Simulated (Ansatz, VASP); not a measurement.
## MgS in VASP and in Ansatz

The input INCAR:

```
PREC = Accurate
ENCUT = 520
EDIFF = 1E-6
ISMEAR = -1
SIGMA = 0.05
LREAL = False
LASPH = True
NELM = 100
ALGO = Normal
ISIF = 2
LWAVE = False
LCHARG = False
NBANDS = 11
```

Contents of KPOINTS:

```
regular mesh
0
Gamma
  5 5 5
```

File POSCAR:

```
MgS
1.0
    0.0000000000      2.6016500000      2.6016500000
    2.6016500000      0.0000000000      2.6016500000
    2.6016500000      2.6016500000      0.0000000000
S Mg
1 1
Direct
    0.5000000000      0.5000000000      0.5000000000
    0.0000000000      0.0000000000      0.0000000000
```

input.yaml

```yaml
crystal:
  lattice:
    - [0.0, 2.60165, 2.60165]
    - [2.60165, 0.0, 2.60165]
    - [2.60165, 2.60165, 0.0]
  atoms:
    - { symbol: S, position: [0.5, 0.5, 0.5] }
    - { symbol: Mg, position: [0.0, 0.0, 0.0] }
hamiltonian:
  xc: lda
  pseudopotentials: { kind: paw }
kpoints:
  mp_grid: { grid: [5, 5, 5] }
scf:
  occupations: { method: fermi_dirac, width: 0.05 }
  n_extra_bands: 6
output:
  forces: true
  stress: true
  eigenvalues: true
  dos: { projected: true, de: 0.05, nscf_kmesh: { grid: [8, 8, 8] } }
  write_density: true
  write_potential: true
  elf: true
  volumetric_format: npy
```

Alike in both runs: functional LDA; k mesh 5 × 5 × 5; occupations fermi-dirac, width 0.05 eV; no spin polarisation.

|  | VASP | Ansatz |
| --- | --- | --- |
| version | VASP 6.6.1 | Ansatz 0.2.0 |
| potentials or method | VASP PAW LDA potentials, release 64 (S, Mg) | Ansatz PAW |
| plane-wave cutoff (eV) | 520 | 420 |
| valence electrons in the cell | 8 | 16 |
| task | single point | projected density of states |

```tsv
	VASP	Ansatz	Ansatz less VASP
gap on the k mesh at the Fermi level (eV)	2.97	2.97	+0.001
least direct gap on the mesh (eV)	3.49	3.48	-0.011
pressure (GPa)	-3.8	-3.2	+0.57
```

LDA's correlation is that of Perdew and Zunger in VASP and of Perdew and Wang (1992) in Ansatz. VASP's potentials hold 8 valence electrons a cell and Ansatz's 16, so a difference there can come from the potentials and not from the codes.

Noted on Ansatz's run: odd divisions of the mesh miss points on the zone boundary, where band edges often lie, so the gap on the mesh can be too wide.
